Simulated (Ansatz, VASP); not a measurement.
SiC in VASP and in Ansatz

POSCAR

```
SiC
1.0
    3.0753564236      0.0000000000      0.0000000000
   -1.5376782118      2.6633367885      0.0000000000
    0.0000000000      0.0000000000      5.0481087552
Si C
2 2
Direct
    0.3333333333      0.6666666667      0.4995917705
    0.6666666667      0.3333333333      0.9995917705
    0.3333333333      0.6666666667      0.8754082295
    0.6666666667      0.3333333333      0.3754082295
```

The input INCAR.step1:

```
PREC = Accurate
ENCUT = 520
EDIFF = 1E-5
ISMEAR = 0
SIGMA = 0.01
LREAL = False
LASPH = True
NELM = 80
ALGO = Normal
ISIF = 2
LWAVE = True
GGA = PE
NBANDS = 16
```

File INCAR.step2:

```
PREC = Accurate
ENCUT = 520
EDIFF = 1E-6
ISMEAR = 0
SIGMA = 0.01
LREAL = False
LASPH = True
NELM = 80
ALGO = Normal
ISIF = 2
LWAVE = False
LCHARG = True
GGA = PE
LHFCALC = True
HFSCREEN = 0.2079
PRECFOCK = Normal
LELF = True
LVHAR = True
ISTART = 1
NBANDS = 16
```

KPOINTS

```
Automatic mesh
0
Gamma
  6 6 2
```

Input for Ansatz:

```yaml
crystal:
  lattice:
    - [3.0753564236, 0.0, 0.0]
    - [-1.5376782118, 2.6633367885, 0.0]
    - [0.0, 0.0, 5.0481087552]
  atoms:
    - { symbol: Si, position: [0.3333333333, 0.6666666667, 0.4995917705] }
    - { symbol: Si, position: [0.6666666667, 0.3333333333, 0.9995917705] }
    - { symbol: C, position: [0.3333333333, 0.6666666667, 0.8754082295] }
    - { symbol: C, position: [0.6666666667, 0.3333333333, 0.3754082295] }
kpoints:
  mp_grid: { grid: [6, 6, 2] }
hamiltonian:
  xc: hse06
scf:
  occupations: { method: fixed }
  n_extra_bands: 5
output:
  forces: true
  stress: true
  eigenvalues: true
  write_density: true
  write_potential: true
  elf: true
  volumetric_format: npy
```

Alike in both runs: task single point; functional HSE06; k mesh 6 × 6 × 2; no spin polarisation.

|  | VASP | Ansatz |
| --- | --- | --- |
| version | VASP 6.6.1 | Ansatz 0.2.0 |
| potentials or method | VASP PAW PBE potentials, release 64 (Si, C) | plane waves, PAW |
| plane-wave cutoff (eV) | 520 | 420 |
| occupations | gaussian, width 0.01 eV | fixed |
| valence electrons in the cell | 16 | 16 |

VASP gave:

* gap on the k mesh at the Fermi level (eV): 3.17
* pressure (GPa): -1.5
* traceless stress, the component that is largest in VASP (GPa): 0.21
* rms of the force components (eV/Å): 0.026

Task: What did Ansatz give for the same quantities?

Result: gap on the k mesh at the Fermi level (eV): 3.17; pressure (GPa): -1.1; traceless stress, the component that is largest in VASP (GPa): 0.27; rms of the force components (eV/Å): 0.026.

Atom by atom the forces differ by 0.000 eV/Å (rms over components). Ansatz's warnings: stress exchange threshold loose, stress scf threshold loose.

The k mesh is coarse, so the values compare programs but aren't converged.
